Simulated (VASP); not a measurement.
# Sc (P6_3/mmc) in VASP: further runs

The runs below take Sc through single point, with LDA.

All numbers are computed with VASP 6.6.1; they aren't measurements. Logs are shortened: lines on timing, memory, paths and dates and some standing lists are left out, and cuts for length are marked.

**1. The cell of the first run**

Symmetry: P6_3/mmc, No. 194, hexagonal system. The conventional cell has a = 3.241 Å, b = 3.241 Å, c = 5.160 Å, α = 90.00°, β = 90.00°, γ = 120.00°. Within 4.2 Å of Sc (site symmetry -6m2) lie 12 Sc at 3.19 to 3.24 Å.

**2. Single point, LDA (volume scaled by 0.94)**

INCAR

```
SYSTEM = Sc
PREC = Accurate
ENCUT = 520
EDIFF = 1E-6
ISMEAR = -1
SIGMA = 0.03
LREAL = .False.
LASPH = .True.
NELM = 80
ALGO = Normal
ISIF = 2
LWAVE = .False.
LCHARG = .True.
LELF = .True.
LVHAR = .True.
NBANDS = 18
```

KPOINTS

```
Automatic mesh
0
Gamma
  13 13 7
  0 0 0
```

POSCAR

```
Sc
1.0
    3.2412524567      0.0000000000      0.0000000000
   -1.6206262283      2.8070069676      0.0000000000
    0.0000000000      0.0000000000      5.1604596207
Sc
2
Direct
    0.3333333333      0.6666666667      0.2500000000
    0.6666666667      0.3333333333      0.7500000000
```

Potentials or basis: VASP PAW LDA potentials, release 64 (Sc_sv).

Run with:

```console
> cat potpaw_LDA.64/Sc_sv/POTCAR > POTCAR
> mpirun -np 1 vasp_std > vasp.out
```

OUTCAR:

```text
SYSTEM = Sc
   PREC = Accurate
   ENCUT = 520
   EDIFF = 1E-6
   ISMEAR = -1
   LREAL = .False.
   LASPH = .True.
   NELM = 80
   ISIF = 2

 ion  position               nearest neighbor table
   1  0.333  0.667  0.250-   2 3.19   2 3.19   2 3.19   2 3.19   2 3.19   2 3.19
   2  0.667  0.333  0.750-   1 3.19   1 3.19   1 3.19   1 3.19   1 3.19   1 3.19

  LATTYP: Found a hexagonal cell.
 ALAT       =     3.2412524567
 C/A-ratio  =     1.5921190002

  Lattice vectors:

 A1 = (   3.2412524567,   0.0000000000,   0.0000000000)
 A2 = (  -1.6206262283,   2.8070069676,   0.0000000000)
 A3 = (   0.0000000000,   0.0000000000,   5.1604596207)

Analysis of symmetry for initial positions (statically):
=====================================================================
 Subroutine PRICEL returns:
 Original cell was already a primitive cell.

 Routine SETGRP: Setting up the symmetry group for a
 hexagonal supercell.

 Subroutine GETGRP returns: Found 24 space group operations
 (whereof 12 operations were pure point group operations)
 out of a pool of 24 trial point group operations.

The static configuration has the point symmetry D_3d.
 The point group associated with its full space group is D_6h.

Analysis of symmetry for dynamics (positions and initial velocities):
=====================================================================
 Subroutine PRICEL returns:
 Original cell was already a primitive cell.

 Routine SETGRP: Setting up the symmetry group for a
 hexagonal supercell.

 Subroutine GETGRP returns: Found 24 space group operations
 (whereof 12 operations were pure point group operations)
 out of a pool of 24 trial point group operations.

The dynamic configuration has the point symmetry D_3d.
 The point group associated with its full space group is D_6h.

 Subroutine INISYM returns: Found 24 space group operations
 (whereof 12 operations are pure point group operations),
 and found     1 'primitive' translations

----------------------------------------------------------------------------------------

                                     Primitive cell

  volume of cell :      46.9510

  direct lattice vectors                    reciprocal lattice vectors
     3.241252457  0.000000000  0.000000000     0.308522713  0.178125671  0.000000000
    -1.620626228  2.807006968  0.000000000     0.000000000  0.356251342  0.000000000
     0.000000000  0.000000000  5.160459621     0.000000000  0.000000000  0.193781189

  length of vectors
[... 81 lines left out ...]
   NELM   =     80;   NELMIN=  2; NELMDL= -5     # of ELM steps
   EDIFF  = 0.1E-05   stopping-criterion for ELM
   LREAL  =      F    real-space projection
   EDIFFG = 0.1E-04   stopping-criterion for IOM
   NSW    =      0    number of steps for IOM
   IBRION =     -1    ionic relax: 0-MD 1-quasi-New 2-CG
   NFREE  =      0    steps in history (QN), initial steepest desc. (CG)
   ISIF   =      2    stress and relaxation
   ISYM   =      2    0-nonsym 1-usesym 2-fastsym
   POTIM  = 0.5000    time-step for ionic-motion
   TEBEG  =    0.0;   TEEND  =   0.0 temperature during run
   PSTRESS=    0.0 pullay stress
   NELECT =      22.0000    total number of electrons
   NUPDOWN=      -1.0000    fix difference up-down
   EMIN   =  10.00;   EMAX   =-10.00  energy-range for DOS
   EFERMI =   0.00;   METHOD = LEGACY
   ISMEAR =    -1;   SIGMA  =   0.03  broadening in eV -4-tet -1-fermi 0-gaus
   EFERMI_NEDOS =   21; number of points for ismear=-14 and -15
   IALGO  =     38    algorithm
   IMIX   =      4    mixing-type and parameters
     AMIX     =   0.40;   BMIX     =  1.00
     AMIX_MAG =   1.60;   BMIX_MAG =  1.00
  volume/ion in A,a.u.               =      23.48       158.42
  Fermi-wavevector in a.u.,A,eV,Ry     =   1.271552  2.402885 21.998507  1.616845
  Thomas-Fermi vector in A             =   2.404479
   LORBIT       =      0    0 simple, 1 ext, 2 COOP (PROOUT), +10 PAW based schemes
   GGA     = CA    functional components
   LHFCALC =     F    Hartree Fock is set to
   AEXX    =    0.0000 exact exchange contribution
   IVDW    =     0    specifies the selected vdW correction
   LEPSILON=     F    determine dielectric tensor
   LRPA    =     F    only Hartree local field effects (RPA)
 non-spin polarized calculation
  energy-cutoff  :      520.00
  volume of cell :       46.95
 maximum number of plane-waves:      1281
   NGX = 13   NGY = 13   NGZ = 19

 number of electron      21.9999996 magnetization

 Free energy of the ion-electron system (eV)
  ---------------------------------------------------
  ext. energy  EPLUGINS =         0.00000000
  ---------------------------------------------------
  free energy    TOTEN  =       -13.43313192 eV

  energy without entropy =      -13.41930603  energy(sigma->0) =      -13.42621897

 E-fermi :   3.7565     XC(G=0): -10.3466

 val. band max:        3.7555334858   @ k =   0.4615   0.0769   0.4286
 cond. band min:       3.7648945823   @ k =   0.3846   0.0000   0.1429
 fundamental gap:      0.0093610965
 Fermi energy:         3.7564987047

 k-point     1 :       0.0000    0.0000    0.0000
  band No.  band energies     occupation
      1     -44.9470      2.00000
      2     -44.8615      2.00000
      3     -24.1554      2.00000
      4     -23.7422      2.00000
      5     -23.7422      2.00000
      6     -23.6705      2.00000
[... 481 lines left out ...]
      5     -23.7619      2.00000
      6     -23.7615      2.00000
[... 10 lines left out ...]
     17       6.2441      0.00000
     18       6.2799      0.00000

 [... further k-points ...]

------------------------ aborting loop because EDIFF is reached ----------------------------------------

  FORCE on cell =-STRESS in cart. coord.  units (eV):
  Direction    XX          YY          ZZ          XY          YZ          ZX
  --------------------------------------------------------------------------------------
  -------------------------------------------------------------------------------------
  Total       -0.4437714     -0.4437714     -1.0712454     -0.0000000     -0.0000000     -0.0000000
  in kB      -15.1434605    -15.1434605    -36.5556762     -0.0000000     -0.0000000     -0.0000000
  external PRESSURE =     -22.2808657 kB  Pullay stress =       0.0000000 kB

 VOLUME and BASIS-vectors are now :
 -----------------------------------------------------------------------------
  energy-cutoff  :      520.00
  volume of cell :       46.95
      direct lattice vectors                 reciprocal lattice vectors
     3.241252457  0.000000000  0.000000000     0.308522713  0.178125671  0.000000000
    -1.620626228  2.807006968  0.000000000     0.000000000  0.356251342  0.000000000
     0.000000000  0.000000000  5.160459621     0.000000000  0.000000000  0.193781189

 POSITION                                       TOTAL-FORCE (eV/Angst)
 -----------------------------------------------------------------------------------
     -0.00000      1.87134      1.29011         0.000000      0.000000      0.000000
      1.62063      0.93567      3.87034        -0.000000     -0.000000      0.000000
 -----------------------------------------------------------------------------------
    total drift:                               -0.000000      0.000000     -0.000000

  FREE ENERGIE OF THE ION-ELECTRON SYSTEM (eV)
  ---------------------------------------------------
  free  energy   TOTEN  =       -13.4331319177 eV

  energy  without entropy=      -13.4193060269  energy(sigma->0) =      -13.42621897
```

Run time: 22 s. Hardware: 1 thread of Intel Xeon Platinum 8488C (Sapphire Rapids), shared host; peak memory 0.17 GiB.

Results:

```
Free energy            : -13.4331 eV
Pressure               : -2.2 GPa
Band gap on the k mesh : zero (band 11 reaches 4.49 eV, above the bottom of band 12 at 3.23 eV)
```

**3. Single point, LDA (volume scaled by 0.96)**

INCAR

```
SYSTEM = Sc
ALGO = Normal
EDIFF = 1E-6
ENCUT = 520
ISIF = 2
ISMEAR = -1
LASPH = .TRUE.
LCHARG = .FALSE.
LREAL = .FALSE.
LWAVE = .FALSE.
NBANDS = 18
NELM = 100
PREC = Accurate
SIGMA = 0.03
```

KPOINTS

```
k-points
0
G
  13 13 7
  0 0 0
```

POSCAR

```
Sc
1.0
    3.2640789303      0.0000000000      0.0000000000
   -1.6320394651      2.8267752736      0.0000000000
    0.0000000000      0.0000000000      5.1968020830
Sc
2
Direct
    0.3333333333      0.6666666667      0.2500000000
    0.6666666667      0.3333333333      0.7500000000
```

Potentials or basis: VASP PAW LDA potentials, release 64 (Sc_sv).

Run with:

```console
> cat potpaw_LDA.64/Sc_sv/POTCAR > POTCAR
> mpirun -np 1 vasp_std > vasp.out
```

Run time: 23 s. Hardware: 1 thread of Intel Xeon Platinum 8488C (Sapphire Rapids), shared host; peak memory 0.18 GiB.

It converged, with:

```yaml
Free_energy: -13.4162 eV
Pressure: -3.3 GPa
Band_gap_on_the_k_mesh: zero (band 11 reaches 4.36 eV, above the bottom of band 12 at 3.11 eV)
```

Stress tensor (GPa, compression positive):
```
-2.66  0.00  0.00
 0.00 -2.66  0.00
 0.00  0.00 -4.68
```

Levels at points of the mesh, in eV from the Fermi level:
```tsv
k point	band 8	band 9	band 10	band 11	band 12	band 13	band 14	band 15
(0.00, 0.00, 0.00)	-27.47	-5.14	-1.73	0.60	1.58	1.58	1.71	2.01
```

**4. Single point, LDA (equal xx and yy strain of -2 %)**

INCAR, as its differences from that of step 3:

```diff
@@ -11,3 +11,3 @@
 NBANDS = 18
-NELM = 100
+NELM = 80
 PREC = Accurate
```

KPOINTS is that of step 3.

POSCAR

```
Sc
1.0
    3.2426219394      0.0000000000      0.0000000000
   -1.6213109696      2.8081929743      0.0000000000
    0.0000000000      0.0000000000      5.2680000000
Sc
2
Direct
    0.3333333333      0.6666666667      0.2500000000
    0.6666666667      0.3333333333      0.7500000000
```

Run with:

```console
> cat potpaw_LDA.64/Sc_sv/POTCAR > POTCAR
> mpirun -np 1 vasp_std > vasp.out
```

Wall time 24 s (1 thread of Intel Xeon Platinum 8488C (Sapphire Rapids), shared host); peak memory 0.18 GiB.

It converged, with:

```
Free energy            : -13.4047 eV
Pressure               : -3.3 GPa
Band gap on the k mesh : zero (band 11 reaches 4.28 eV, above the bottom of band 12 at 3.16 eV)
```

Stress tensor (GPa, compression positive):
```
-2.15  0.00  0.00
 0.00 -2.15  0.00
 0.00  0.00 -5.65
```

Levels at points of the mesh, in eV from the Fermi level:
```tsv
k point	band 9	band 10	band 11	band 12	band 13	band 14
(0.00, 0.00, 0.00)	-5.14	-1.77	0.46	1.59	1.59	1.59
```

Caveat: the cell differs from its parent crystal (equal xx and yy strain of -2 %).

**5. The runs side by side**

```tsv
cell	gap on the mesh (eV)	pressure (GPa)
a = 3.241, b = 3.241, c = 5.160 Å, angles 90.0, 90.0, 120.0°, 2 atoms	none	-2.2
a = 3.264, b = 3.264, c = 5.197 Å, angles 90.0, 90.0, 120.0°, 2 atoms	none	-3.3
a = 3.243, b = 3.243, c = 5.268 Å, angles 90.0, 90.0, 120.0°, 2 atoms	none	-3.3
```

Alike in all rows: task single point; level LDA; potentials or basis VASP PAW LDA potentials, release 64 (Sc_sv); no spin polarisation; k mesh 13 × 13 × 7; cutoff (eV) 520; smearing fermi-dirac 0.03 eV.

Absolute energies hang on the potentials; compare differences alone.
